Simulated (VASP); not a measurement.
# TiAl3 (Pm-3m) in VASP: further runs

The runs below take TiAl3 through single point, with PBEsol.

Program: VASP 6.6.1. These are calculated values, not measurements. Logs are shortened: lines on timing, memory, paths and dates and some standing lists are left out, and cuts for length are marked.

## (1) The cell of the first run

The structure is cubic, space group Pm-3m (No. 221). The conventional cell has a = 3.956 Å, b = 3.956 Å, c = 3.956 Å, α = 90.00°, β = 90.00°, γ = 90.00°. Ti (site symmetry m-3m) has 12 Al at 2.80 Å within 3.7 Å. Within 3.7 Å of Al (site symmetry 4/mmm) lie 4 Ti at 2.80 Å and 8 Al at 2.80 Å.

## (2) Single point, PBEsol

INCAR reads:

```
SYSTEM = TiAl3
PREC = Accurate ; ENCUT = 520
EDIFF = 1E-6 ; ISMEAR = 0
SIGMA = 0.05 ; LREAL = .False.
LASPH = .True. ; NELM = 100
ALGO = Normal ; ISIF = 2
LWAVE = .False. ; LCHARG = .False.
GGA = PS ; NBANDS = 18
```

KPOINTS reads:

```
regular mesh
0
Gamma
  8 8 8
  0 0 0
```

POSCAR reads:

```
TiAl3
1.0
    3.9556712500      0.0000000000      0.0000000000
    0.0000000000      3.9556712500      0.0000000000
    0.0000000000      0.0000000000      3.9556712500
Ti Al
1 3
Direct
    0.0000000000      0.0000000000      0.0000000000
    0.5000000000      0.5000000000      0.0000000000
    0.5000000000      0.0000000000      0.5000000000
    0.0000000000      0.5000000000      0.5000000000
```

Potentials or basis: VASP PAW PBE potentials, release 64 (Ti_sv, Al).

The run is started by

```sh
cat potpaw_PBE.64/Ti_sv/POTCAR potpaw_PBE.64/Al/POTCAR > POTCAR
mpirun -np 1 vasp_std > vasp.out
```

OUTCAR:

```text
SYSTEM = TiAl3
   PREC = Accurate
   ENCUT = 520
   EDIFF = 1E-6
   ISMEAR = 0
   LREAL = .False.
   LASPH = .True.
   NELM = 100
   ISIF = 2
   GGA = PS

 ion  position               nearest neighbor table
   1  0.000  0.000  0.000-   2 2.80   3 2.80   4 2.80   3 2.80   4 2.80   2 2.80   4 2.80   4 2.80
                             2 2.80   3 2.80   3 2.80   2 2.80
   2  0.500  0.500  0.000-   1 2.80   3 2.80   4 2.80   3 2.80   4 2.80   1 2.80   3 2.80   3 2.80
                             1 2.80   4 2.80   4 2.80   1 2.80
   3  0.500  0.000  0.500-   1 2.80   2 2.80   4 2.80   1 2.80   2 2.80   2 2.80   4 2.80   2 2.80
                             1 2.80   4 2.80   1 2.80   4 2.80
   4  0.000  0.500  0.500-   1 2.80   2 2.80   3 2.80   1 2.80   2 2.80   1 2.80   3 2.80   1 2.80
                             2 2.80   3 2.80   2 2.80   3 2.80

  LATTYP: Found a simple cubic cell.
 ALAT       =     3.9556712500

  Lattice vectors:

 A1 = (   3.9556712500,   0.0000000000,   0.0000000000)
 A2 = (   0.0000000000,   3.9556712500,   0.0000000000)
 A3 = (   0.0000000000,   0.0000000000,   3.9556712500)

Analysis of symmetry for initial positions (statically):
=====================================================================
 Subroutine PRICEL returns:
 Original cell was already a primitive cell.

 Routine SETGRP: Setting up the symmetry group for a
 simple cubic supercell.

 Subroutine GETGRP returns: Found 48 space group operations
 (whereof 48 operations were pure point group operations)
 out of a pool of 48 trial point group operations.

The static configuration has the point symmetry O_h .

Analysis of symmetry for dynamics (positions and initial velocities):
=====================================================================
 Subroutine PRICEL returns:
 Original cell was already a primitive cell.

 Routine SETGRP: Setting up the symmetry group for a
 simple cubic supercell.

 Subroutine GETGRP returns: Found 48 space group operations
 (whereof 48 operations were pure point group operations)
 out of a pool of 48 trial point group operations.

The dynamic configuration has the point symmetry O_h .

 Subroutine INISYM returns: Found 48 space group operations
 (whereof 48 operations are pure point group operations),
 and found     1 'primitive' translations

----------------------------------------------------------------------------------------

                                     Primitive cell

  volume of cell :      61.8957

  direct lattice vectors                    reciprocal lattice vectors
     3.955671250  0.000000000  0.000000000     0.252801595  0.000000000  0.000000000
     0.000000000  3.955671250  0.000000000     0.000000000  0.252801595  0.000000000
     0.000000000  0.000000000  3.955671250     0.000000000  0.000000000  0.252801595

  length of vectors
     3.955671250  3.955671250  3.955671250     0.252801595  0.252801595  0.252801595

  position of ions in fractional coordinates (direct lattice)
     0.000000000  0.000000000  0.000000000
     0.500000000  0.500000000  0.000000000
     0.500000000  0.000000000  0.500000000
     0.000000000  0.500000000  0.500000000

  ion indices of the primitive-cell ions
   primitive index   ion index
                 1           1
                 2           2
                 3           3
                 4           4

----------------------------------------------------------------------------------------

 KPOINTS: regular mesh

Automatic generation of k-mesh.
 Grid dimensions read from file:
 generate k-points for:    8    8    8

 Generating k-lattice:

  Cartesian coordinates                     Fractional coordinates (reciprocal lattice)
     0.031600199  0.000000000  0.000000000     0.125000000  0.000000000  0.000000000
     0.000000000  0.031600199  0.000000000     0.000000000  0.125000000  0.000000000
     0.000000000  0.000000000  0.031600199     0.000000000  0.000000000  0.125000000

  Length of vectors
     0.031600199  0.031600199  0.031600199

  Shift w.r.t. Gamma in fractional coordinates (k-lattice)
     0.000000000  0.000000000  0.000000000

 Subroutine IBZKPT returns following result:
 ===========================================

 Found     35 irreducible k-points:

 Following reciprocal coordinates:
            Coordinates               Weight
  0.000000  0.000000  0.000000      1.000000
  0.125000  0.000000  0.000000      6.000000
  0.250000  0.000000  0.000000      6.000000
  0.375000  0.000000  0.000000      6.000000
  0.500000  0.000000  0.000000      3.000000
  0.125000  0.125000  0.000000     12.000000
[... 16 lines left out ...]
  0.375000  0.375000  0.125000     24.000000
  0.500000  0.375000  0.125000     24.000000
 [... further k-points ...]
   k-points           NKPTS =     35   k-points in BZ     NKDIM =     35   number of bands    NBANDS=     18
   number of dos      NEDOS =    301   number of ions     NIONS =      4
   total plane-waves  NPLWV =  27000
   dimension x,y,z NGX =    30 NGY =   30 NGZ =   30
   dimension x,y,z NGXF=    60 NGYF=   60 NGZF=   60
   ions per type =               1   3
   NGX,Y,Z   is equivalent  to a cutoff of  12.61, 12.61, 12.61 a.u.
   NGXF,Y,Z  is equivalent  to a cutoff of  25.22, 25.22, 25.22 a.u.
 SYSTEM =  TiAl3
   PREC   = accura    normal or accurate (medium, high low for compatibility)
   ISTART =      0    job   : 0-new  1-cont  2-samecut
   ICHARG =      2    charge: 1-file 2-atom 10-const
   ISPIN  =      1    spin polarized calculation?
   LNONCOLLINEAR =      F non collinear calculations
   LSORBIT =      F    spin-orbit coupling
   LASPH  =      T    aspherical Exc in radial PAW
   ENCUT  =  520.0 eV  38.22 Ry    6.18 a.u.   7.35  7.35  7.35*2*pi/ulx,y,z
   NELM   =    100;   NELMIN=  2; NELMDL= -5     # of ELM steps
   EDIFF  = 0.1E-05   stopping-criterion for ELM
   LREAL  =      F    real-space projection
   EDIFFG = 0.1E-04   stopping-criterion for IOM
   NSW    =      0    number of steps for IOM
   IBRION =     -1    ionic relax: 0-MD 1-quasi-New 2-CG
   NFREE  =      0    steps in history (QN), initial steepest desc. (CG)
   ISIF   =      2    stress and relaxation
   ISYM   =      2    0-nonsym 1-usesym 2-fastsym
   POTIM  = 0.5000    time-step for ionic-motion
   TEBEG  =    0.0;   TEEND  =   0.0 temperature during run
   PSTRESS=    0.0 pullay stress
   NELECT =      21.0000    total number of electrons
   NUPDOWN=      -1.0000    fix difference up-down
   EMIN   =  10.00;   EMAX   =-10.00  energy-range for DOS
   EFERMI =   0.00;   METHOD = LEGACY
   ISMEAR =     0;   SIGMA  =   0.05  broadening in eV -4-tet -1-fermi 0-gaus
   EFERMI_NEDOS =   21; number of points for ismear=-14 and -15
   IALGO  =     38    algorithm
   IMIX   =      4    mixing-type and parameters
     AMIX     =   0.40;   BMIX     =  1.00
     AMIX_MAG =   1.60;   BMIX_MAG =  1.00
  volume/ion in A,a.u.               =      15.47       104.42
  Fermi-wavevector in a.u.,A,eV,Ry     =   1.141811  2.157711 17.738371  1.303733
  Thomas-Fermi vector in A             =   2.278511
   LORBIT       =      0    0 simple, 1 ext, 2 COOP (PROOUT), +10 PAW based schemes
   GGA     = PS    functional components
   LHFCALC =     F    Hartree Fock is set to
   AEXX    =    0.0000 exact exchange contribution
   IVDW    =     0    specifies the selected vdW correction
   LEPSILON=     F    determine dielectric tensor
   LRPA    =     F    only Hartree local field effects (RPA)
 non-spin polarized calculation
 Gauss-broadening in eV      SIGMA  =   0.05
  energy-cutoff  :      520.00
  volume of cell :       61.90
 maximum number of plane-waves:      1743
 NGX is ok and might be reduce to    30
   NGX = 15   NGY = 15   NGZ = 15

 number of electron      20.9999997 magnetization

 Free energy of the ion-electron system (eV)
  ---------------------------------------------------
  ext. energy  EPLUGINS =         0.00000000
  ---------------------------------------------------
  free energy    TOTEN  =       -22.12146987 eV

  energy without entropy =      -22.11664800  energy(sigma->0) =      -22.11905893

 E-fermi :   9.0213     XC(G=0): -10.9150

 val. band max:        9.0201788398   @ k =   0.3750   0.1250   0.0000
 cond. band min:       9.0295657390   @ k =   0.3750   0.3750   0.1250
 fundamental gap:      0.0093868991
 Fermi energy:         9.0213254885

 k-point     1 :       0.0000    0.0000    0.0000
  band No.  band energies     occupation
      1     -47.6843      2.00000
      2     -24.0905      2.00000
      3     -24.0905      2.00000
      4     -24.0905      2.00000
      5      -1.7752      2.00000
      6       5.9333      2.00000
[... 10 lines left out ...]
     17      14.7546      0.00000
     18      14.7546      0.00000

 k-point     2 :       0.1250    0.0000    0.0000
  band No.  band energies     occupation
      1     -47.6841      2.00000
      2     -24.0935      2.00000
      3     -24.0903      2.00000
      4     -24.0903      2.00000
      5      -1.6233      2.00000
      6       4.9144      2.00000
[... 10 lines left out ...]
     17      14.5082      0.00000
     18      14.5082      0.00000

 k-point     3 :       0.2500    0.0000    0.0000
  band No.  band energies     occupation
      1     -47.6838      2.00000
      2     -24.1008      2.00000
      3     -24.0898      2.00000
      4     -24.0898      2.00000
      5      -1.1743      2.00000
      6       3.3963      2.00000
[... 10 lines left out ...]
     17      13.5434      0.00000
     18      14.3785      0.00000

 k-point     4 :       0.3750    0.0000    0.0000
  band No.  band energies     occupation
      1     -47.6835      2.00000
      2     -24.1081      2.00000
      3     -24.0892      2.00000
      4     -24.0892      2.00000
      5      -0.4564      2.00000
      6       1.9719      2.00000
[... 375 lines left out ...]
      4     -24.0911      2.00000
      5       0.8466      2.00000
      6       1.7850      2.00000
[... 10 lines left out ...]
     17      14.0095      0.00000
     18      14.5410      0.00000

 k-point    23 :       0.3750    0.3750    0.1250
  band No.  band energies     occupation
      1     -47.6828      2.00000
      2     -24.1058      2.00000
      3     -24.1055      2.00000
      4     -24.0907      2.00000
      5       0.8715      2.00000
      6       3.2289      2.00000
[... 10 lines left out ...]
     17      13.0382      0.00000
     18      15.2392      0.00000

 k-point    24 :       0.5000    0.3750    0.1250
  band No.  band energies     occupation
      1     -47.6826      2.00000
      2     -24.1085      2.00000
      3     -24.1053      2.00000
      4     -24.0905      2.00000
      5       1.4216      2.00000
      6       2.4585      2.00000
[... 10 lines left out ...]
     17      13.5653      0.00000
     18      14.4757      0.00000

 [... further k-points ...]

------------------------ aborting loop because EDIFF is reached ----------------------------------------

  FORCE on cell =-STRESS in cart. coord.  units (eV):
  Direction    XX          YY          ZZ          XY          YZ          ZX
  --------------------------------------------------------------------------------------
  -------------------------------------------------------------------------------------
  Total       -0.2223800     -0.2223800     -0.2223800      0.0000000      0.0000000     -0.0000000
  in kB       -5.7563308     -5.7563308     -5.7563308      0.0000000      0.0000000     -0.0000000
  external PRESSURE =      -5.7563308 kB  Pullay stress =       0.0000000 kB

 VOLUME and BASIS-vectors are now :
 -----------------------------------------------------------------------------
  energy-cutoff  :      520.00
  volume of cell :       61.90
      direct lattice vectors                 reciprocal lattice vectors
     3.955671250  0.000000000  0.000000000     0.252801595  0.000000000  0.000000000
     0.000000000  3.955671250  0.000000000     0.000000000  0.252801595  0.000000000
     0.000000000  0.000000000  3.955671250     0.000000000  0.000000000  0.252801595

 POSITION                                       TOTAL-FORCE (eV/Angst)
 -----------------------------------------------------------------------------------
      0.00000      0.00000      0.00000         0.000000      0.000000      0.000000
      1.97784      1.97784      0.00000         0.000000      0.000000      0.000000
      1.97784      0.00000      1.97784         0.000000      0.000000      0.000000
      0.00000      1.97784      1.97784         0.000000      0.000000      0.000000
 -----------------------------------------------------------------------------------
    total drift:                               -0.000000     -0.000000      0.000000

  FREE ENERGIE OF THE ION-ELECTRON SYSTEM (eV)
  ---------------------------------------------------
  free  energy   TOTEN  =       -22.1214698739 eV

  energy  without entropy=      -22.1166479954  energy(sigma->0) =      -22.11905893
```

It took 23 s on 1 thread of AMD EPYC 7R43 (Zen 3), shared host; peak memory 0.15 GiB.

Results:

* Free energy: -22.1215 eV
* Pressure: -0.6 GPa

Caveat: the PAW data sets were made with another functional, which shifts forces and pressure a little.

## (3) Single point, PBEsol

This run uses another cell than the first one, of 17.33 Å³/atom, 1.120 times its volume.

INCAR reads:

```
PREC = Accurate
ENCUT = 520
EDIFF = 1E-6
ISMEAR = 0
SIGMA = 0.05
LREAL = F
LASPH = T
NELM = 80
ALGO = Normal
ISIF = 2
LWAVE = F
LCHARG = T
GGA = PS
LELF = T
LVHAR = T
NBANDS = 18
```

KPOINTS reads:

```
regular mesh
0
Gamma
  8 8 8
```

POSCAR reads:

```
TiAl3
1.0
    4.1079599269      0.0000000000      0.0000000000
    0.0000000000      4.1079599269      0.0000000000
    0.0000000000      0.0000000000      4.1079599269
Ti Al
1 3
Direct
    0.0000000000      0.0000000000      0.0000000000
    0.5000000000      0.5000000000      0.0000000000
    0.5000000000      0.0000000000      0.5000000000
    0.0000000000      0.5000000000      0.5000000000
```

Potentials or basis: VASP PAW PBE potentials, release 64 (Ti_sv, Al).

The run is started by

```sh
cat potpaw_PBE.64/Ti_sv/POTCAR potpaw_PBE.64/Al/POTCAR > POTCAR
mpirun -np 1 vasp_std > vasp.out
```

It took 26 s on 1 thread of AMD EPYC 7R43 (Zen 3), shared host; peak memory 0.16 GiB.

Results (log left out):

* Free energy: -21.8492 eV
* Pressure: -10.3 GPa

Levels at points of the mesh, in eV from the Fermi level:
```
           k point  band 8  band 9  band 10  band 11  band 12  band 13
(0.00, 0.00, 0.00)   -2.02   -2.02    -2.02     0.17     0.17     0.17
(0.50, 0.00, 0.00)   -2.02   -1.89     0.37     0.68     0.68     0.75
(0.50, 0.50, 0.00)   -4.67   -1.10    -1.10     0.59     0.74     0.97
(0.50, 0.50, 0.50)   -4.51   -3.27    -3.27    -3.27     0.04     1.03
```

Caveat: the PAW data sets were made with another functional, which shifts forces and pressure a little.
